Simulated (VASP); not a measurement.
Runs of VASP 6.6.1 on NaI. The structure is that of space group I4_1/amd (No. 141), or close to it. The cells are those of the table. 

```tsv
cell	gap on the mesh (eV)	pressure (GPa)
a = 8.853 Å, angles 151.0, 151.0, 41.4°, 4 atoms	3.67	-0.3
a = 8.931 Å, angles 151.3, 151.3, 41.1°, 4 atoms	(a)	-0.3
a = 8.696 Å, angles 150.5, 150.5, 42.2°, 4 atoms	(b)	-0.3
a = 9.088 Å, angles 151.8, 151.8, 40.3°, 4 atoms	3.76	-0.3
a = 9.009 Å, angles 151.5, 151.5, 40.7°, 4 atoms	3.73	-0.3
a = 8.774 Å, angles 150.8, 150.8, 41.8°, 4 atoms	3.64	-0.3
```

Alike in all rows: task single point; level r2SCAN; potentials or basis VASP PAW PBE potentials, release 64 (Na_pv, I); no spin polarisation; k mesh 6 × 6 × 6; cutoff (eV) 520; smearing fermi-dirac 0.02 eV.

**Question.** Fill in the values left out.

**Answer.** (a) 3.70; (b) 3.60.

Caveats: the PAW data sets were made with another functional, which shifts forces and pressure a little; spin-orbit coupling is left out, which moves the levels of the heavy elements.

A k mesh can miss the band edges, and the runs leave out spin-orbit coupling on I.
